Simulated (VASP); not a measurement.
# EuS (Fm-3m) in VASP: electric field gradients with r2SCAN

Aim: the electric field gradients of EuS with r2SCAN.

All numbers are computed with VASP 6.6.1; they aren't measurements. Logs are shortened: lines on timing, memory, paths and dates and some standing lists are left out, and cuts for length are marked.

**What was measured.**

From “Crystal-field mediated electronic transitions of EuS up to 35 GPa”, 2022, pmc:8786971, for a powder of EuS at 300 K: band gap 1.72 eV (optical).

The runs below are set against these values where they give the same quantity.

### 1 The cell of the first run

Symmetry: Fm-3m, No. 225, cubic system. Conventional cell: a = 5.873 Å, b = 5.873 Å, c = 5.873 Å, α = 90.00°, β = 90.00°, γ = 90.00°. Eu (site symmetry m-3m) has 6 S at 2.94 Å within 3.9 Å. Within 3.9 Å of S (site symmetry m-3m) lie 6 Eu at 2.94 Å.

### 2 Electric field gradients, r2SCAN, collinear spin, ferromagnetic start

Input file POSCAR:

```
EuS
1.0
    0.0000000000      2.9366767987      2.9366767987
    2.9366767987      0.0000000000      2.9366767987
    2.9366767987      2.9366767987      0.0000000000
Eu S
1 1
Direct
    0.0000000000      0.0000000000      0.0000000000
    0.5000000000      0.5000000000      0.5000000000
```

Input file INCAR.step1:

```
SYSTEM = EuS
PREC = Accurate
ENCUT = 800
ISMEAR = 0
SIGMA = 0.05
LREAL = .FALSE.
LASPH = .TRUE.
NELM = 200
ISPIN = 2
MAGMOM = 7.47 0
LMAXMIX = 6
NBANDS = 22
GGA = PE
ALGO = Normal
EDIFF = 1E-5
LWAVE = .TRUE.
LCHARG = .FALSE.
GGA_COMPAT = .FALSE.
```

Input file INCAR.step2:

```
SYSTEM = EuS
PREC = Accurate
ENCUT = 800
EDIFF = 1E-8
ISMEAR = 0
SIGMA = 0.05
LREAL = .FALSE.
LASPH = .TRUE.
NELM = 200
ALGO = Normal
ISIF = 2
LWAVE = .FALSE.
LCHARG = .FALSE.
ISPIN = 2
MAGMOM = 7.47 0
LORBIT = 11
LMAXMIX = 6
METAGGA = R2SCAN
LMIXTAU = .TRUE.
LEFG = .TRUE.
NBANDS = 22
ISTART = 1
GGA_COMPAT = .FALSE.
```

Input file KPOINTS:

```
Automatic mesh
0
G
  10 10 10
  0 0 0
```

Potentials or basis: VASP PAW PBE potentials, release 64 (Eu, S).

Run with:

```console
> cat potpaw_PBE.64/Eu/POTCAR potpaw_PBE.64/S/POTCAR > POTCAR
> cp INCAR.step1 INCAR
> mpirun -np 1 vasp_std > vasp.out
> cp INCAR.step2 INCAR
> mpirun -np 1 vasp_std > vasp.out
```

OUTCAR:

```text
SYSTEM = EuS
   PREC = Accurate
   ENCUT = 800
   EDIFF = 1E-8
   ISMEAR = 0
   LREAL = .FALSE.
   LASPH = .TRUE.
   NELM = 200
   ISIF = 2
   ISPIN = 2
   LORBIT = 11
   METAGGA = R2SCAN
   ISTART = 1

 ion  position               nearest neighbor table
   1  0.000  0.000  0.000-   2 2.94   2 2.94   2 2.94   2 2.94   2 2.94   2 2.94
   2  0.500  0.500  0.500-   1 2.94   1 2.94   1 2.94   1 2.94   1 2.94   1 2.94

  LATTYP: Found a face centered cubic cell.
 ALAT       =     5.8733535974

  Lattice vectors:

 A1 = (   0.0000000000,   2.9366767987,   2.9366767987)
 A2 = (   2.9366767987,   0.0000000000,   2.9366767987)
 A3 = (   2.9366767987,   2.9366767987,   0.0000000000)

Analysis of symmetry for initial positions (statically):
=====================================================================
 Subroutine PRICEL returns:
 Original cell was already a primitive cell.

 Routine SETGRP: Setting up the symmetry group for a
 face centered cubic supercell.

 Subroutine GETGRP returns: Found 48 space group operations
 (whereof 48 operations were pure point group operations)
 out of a pool of 48 trial point group operations.

The static configuration has the point symmetry O_h .

Analysis of symmetry for dynamics (positions and initial velocities):
=====================================================================
 Subroutine PRICEL returns:
 Original cell was already a primitive cell.

 Routine SETGRP: Setting up the symmetry group for a
 face centered cubic supercell.

 Subroutine GETGRP returns: Found 48 space group operations
 (whereof 48 operations were pure point group operations)
 out of a pool of 48 trial point group operations.

The dynamic configuration has the point symmetry O_h .

Analysis of structural, dynamic, and magnetic symmetry:
=====================================================================
 Subroutine PRICEL returns:
 Original cell was already a primitive cell.

 Routine SETGRP: Setting up the symmetry group for a
 face centered cubic supercell.

 Subroutine GETGRP returns: Found 48 space group operations
 (whereof 48 operations were pure point group operations)
 out of a pool of 48 trial point group operations.

The overall configuration has the point symmetry O_h .

 Subroutine INISYM returns: Found 48 space group operations
 (whereof 48 operations are pure point group operations),
 and found     1 'primitive' translations

----------------------------------------------------------------------------------------

                                     Primitive cell

  volume of cell :      50.6522

  direct lattice vectors                    reciprocal lattice vectors
     0.000000000  2.936676799  2.936676799    -0.170260480  0.170260480  0.170260480
     2.936676799  0.000000000  2.936676799     0.170260480 -0.170260480  0.170260480
     2.936676799  2.936676799  0.000000000     0.170260480  0.170260480 -0.170260480

  length of vectors
     4.153088157  4.153088157  4.153088157     0.294899801  0.294899801  0.294899801

  position of ions in fractional coordinates (direct lattice)
     0.000000000  0.000000000  0.000000000
     0.500000000  0.500000000  0.500000000

  ion indices of the primitive-cell ions
   primitive index   ion index
                 1           1
                 2           2

----------------------------------------------------------------------------------------

 KPOINTS: Automatic mesh

Automatic generation of k-mesh.
 Grid dimensions read from file:
 generate k-points for:   10   10   10

 Generating k-lattice:

  Cartesian coordinates                     Fractional coordinates (reciprocal lattice)
    -0.017026048  0.017026048  0.017026048     0.100000000  0.000000000  0.000000000
     0.017026048 -0.017026048  0.017026048     0.000000000  0.100000000  0.000000000
[... 63 lines left out ...]
   NFREE  =      0    steps in history (QN), initial steepest desc. (CG)
   ISIF   =      2    stress and relaxation
   ISYM   =      2    0-nonsym 1-usesym 2-fastsym
   POTIM  = 0.5000    time-step for ionic-motion
   TEBEG  =    0.0;   TEEND  =   0.0 temperature during run
   PSTRESS=    0.0 pullay stress
   NELECT =      23.0000    total number of electrons
   NUPDOWN=      -1.0000    fix difference up-down
   EMIN   =  10.00;   EMAX   =-10.00  energy-range for DOS
   EFERMI =   0.00;   METHOD = LEGACY
   ISMEAR =     0;   SIGMA  =   0.05  broadening in eV -4-tet -1-fermi 0-gaus
   EFERMI_NEDOS =   21; number of points for ismear=-14 and -15
   IALGO  =     38    algorithm
   IMIX   =      4    mixing-type and parameters
     AMIX     =   0.40;   BMIX     =  1.00
     AMIX_MAG =   1.60;   BMIX_MAG =  1.00
  volume/ion in A,a.u.               =      25.33       170.91
  Fermi-wavevector in a.u.,A,eV,Ry     =   1.258301  2.377845 21.542404  1.583322
  Thomas-Fermi vector in A             =   2.391918
   LORBIT       =     11    0 simple, 1 ext, 2 COOP (PROOUT), +10 PAW based schemes
   METAGGA = R2SCAN    functional components
   LHFCALC =     F    Hartree Fock is set to
   AEXX    =    0.0000 exact exchange contribution
   IVDW    =     0    specifies the selected vdW correction
   LEPSILON=     F    determine dielectric tensor
   LRPA    =     F    only Hartree local field effects (RPA)
 spin polarized calculation
 Gauss-broadening in eV      SIGMA  =   0.05
  energy-cutoff  :      800.00
  volume of cell :       50.65
 maximum number of plane-waves:      2653
 NGX is ok and might be reduce to    40
   NGX = 19   NGY = 19   NGZ = 19

 number of electron      23.0000000 magnetization       6.9924737

 Free energy of the ion-electron system (eV)
  ---------------------------------------------------
  ext. energy  EPLUGINS =         0.00000000
  ---------------------------------------------------
  free energy    TOTEN  =       -52.63589527 eV

  energy without entropy =      -52.63511389  energy(sigma->0) =      -52.63550458

 E-fermi :   4.5557     XC(G=0): -10.3108

 val. band max:        4.5445891022   @ k =   0.1000   0.0000   0.0000
 cond. band min:       4.5670331448   @ k =   0.1000   0.1000   0.0000
 fundamental gap:      0.0224440426
 Fermi energy:         4.5557339850

 spin component 1

 k-point     1 :       0.0000    0.0000    0.0000
  band No.  band energies     occupation
      1     -38.3216      1.00000
      2     -16.4252      1.00000
      3     -16.4252      1.00000
      4     -16.4252      1.00000
      5      -9.7456      1.00000
      6       1.4928      1.00000
[... 589 lines left out ...]
     21      11.0992      0.00000
     22      12.2067      0.00000

 [... further k-points ...]

 spin component 2

 k-point     1 :       0.0000    0.0000    0.0000
  band No.  band energies     occupation
      1     -34.6666      1.00000
      2     -13.8386      1.00000
      3     -13.8386      1.00000
      4     -13.8386      1.00000
      5      -9.7385      1.00000
      6       1.6713      1.00000
[... 589 lines left out ...]
     21      12.2717      0.00000
     22      13.1956      0.00000

 [... further k-points ...]

------------------------ aborting loop because EDIFF is reached ----------------------------------------

  FORCE on cell =-STRESS in cart. coord.  units (eV):
  Direction    XX          YY          ZZ          XY          YZ          ZX
  --------------------------------------------------------------------------------------
  -------------------------------------------------------------------------------------
  Total       -0.1294949     -0.1294949     -0.1294949     -0.0000000      0.0000000     -0.0000000
  in kB       -4.0960458     -4.0960458     -4.0960458     -0.0000000      0.0000000     -0.0000000
  external PRESSURE =      -4.0960458 kB  Pullay stress =       0.0000000 kB

 VOLUME and BASIS-vectors are now :
 -----------------------------------------------------------------------------
  energy-cutoff  :      800.00
  volume of cell :       50.65
      direct lattice vectors                 reciprocal lattice vectors
     0.000000000  2.936676799  2.936676799    -0.170260480  0.170260480  0.170260480
     2.936676799  0.000000000  2.936676799     0.170260480 -0.170260480  0.170260480
     2.936676799  2.936676799  0.000000000     0.170260480  0.170260480 -0.170260480

 POSITION                                       TOTAL-FORCE (eV/Angst)
 -----------------------------------------------------------------------------------
      0.00000      0.00000      0.00000        -0.000000     -0.000000     -0.000000
      2.93668      2.93668      2.93668         0.000000      0.000000      0.000000
 -----------------------------------------------------------------------------------
    total drift:                                0.000000     -0.000000     -0.000000

  FREE ENERGIE OF THE ION-ELECTRON SYSTEM (eV)
  ---------------------------------------------------
  free  energy   TOTEN  =       -52.6358952699 eV

  energy  without entropy=      -52.6351138857  energy(sigma->0) =      -52.63550458

 Electric field gradients (V/A^2)
---------------------------------------------------------------------
 ion       V_xx      V_yy      V_zz      V_xy      V_xz      V_yz
---------------------------------------------------------------------
   1       0.000    -0.000    -0.000     0.000     0.000     0.000
   2      -0.000     0.000     0.000    -0.000    -0.000    -0.000
---------------------------------------------------------------------

 Electric field gradients after diagonalization (V/A^2)
 (convention: |V_zz| > |V_xx| > |V_yy|)
----------------------------------------------------------------------
 ion       V_xx      V_yy      V_zz     asymmetry (V_yy - V_xx)/ V_zz
----------------------------------------------------------------------
   1      -0.000    -0.000     0.000       0.000
   2       0.000     0.000    -0.000       0.000
----------------------------------------------------------------------

           NMR quadrupolar parameters

 Cq : quadrupolar parameter    Cq=e*Q*V_zz/h
 eta: asymmetry parameters     (V_yy - V_xx)/ V_zz
 Q  : nuclear electric quadrupole moment in mb (millibarn)
----------------------------------------------------------------------
 ion       Cq(MHz)       eta       Q (mb)
----------------------------------------------------------------------
   1       0.000       0.000       1.000
   2      -0.000       0.000       1.000
----------------------------------------------------------------------

 total charge

# of ion       s       p       d       f       tot
--------------------------------------------------
    1        2.036   5.808   0.300   6.677  14.822
    2        1.306   2.480   0.000   0.000   3.786
--------------------------------------------------
tot          3.342   8.289   0.300   6.677  18.608

 magnetization (x)

# of ion       s       p       d       f       tot
--------------------------------------------------
    1       -0.026  -0.189   0.090   6.648   6.524
    2       -0.010  -0.074   0.000   0.000  -0.084
--------------------------------------------------
tot         -0.035  -0.263   0.090   6.648   6.440
```

Run time: 14 min. Hardware: 1 thread of Intel Xeon Platinum 8488C (Sapphire Rapids), shared host; peak memory 0.45 GiB.

What came out:

```
Free energy                                           : -52.6359 eV
Pressure                                              : -0.4 GPa
Band gap on the k mesh                                : zero (filled and empty bands overlap)
Net moment                                            : 6.99 μB per cell
Site moments                                          : Eu +6.52; S -0.08 μB
Largest electric field gradient by atom               : under 0.05 V/Å² on every atom
Valence electrons inside the program's atomic spheres : Eu 14.82; S 3.79
```

Caveat: the PAW data sets were made with another functional, which shifts forces and pressure a little; spin-orbit coupling is left out, which moves the levels of the heavy elements; a cell with one magnetic atom can't hold antiferromagnetic order, which such compounds often take; semilocal functionals describe open f shells poorly, which spoils levels, moments and volumes. The state reached can hang on the start; a lower one may exist.

### 3 How close it comes

Step 2. Measured gap of EuS: 1.72 eV (optical; 300 K; powder; “Crystal-field mediated electronic transitions of EuS up to 35 GPa”, 2022, pmc:8786971). This calculation gives 0.00 eV (-1.72 eV). So large a miss can be the level of theory's own, or it may mean another phase, state or a wrong row. Spin-orbit coupling on Eu is left out. The value is that of r2SCAN on a finite k mesh, which can miss the band edges, without temperature or zero-point motion. The run's magnetic order (collinear spin, ferromagnetic start) needn't be the measured crystal's.

The gap in the log of VASP goes by the Fermi energy; the results here count the filled bands.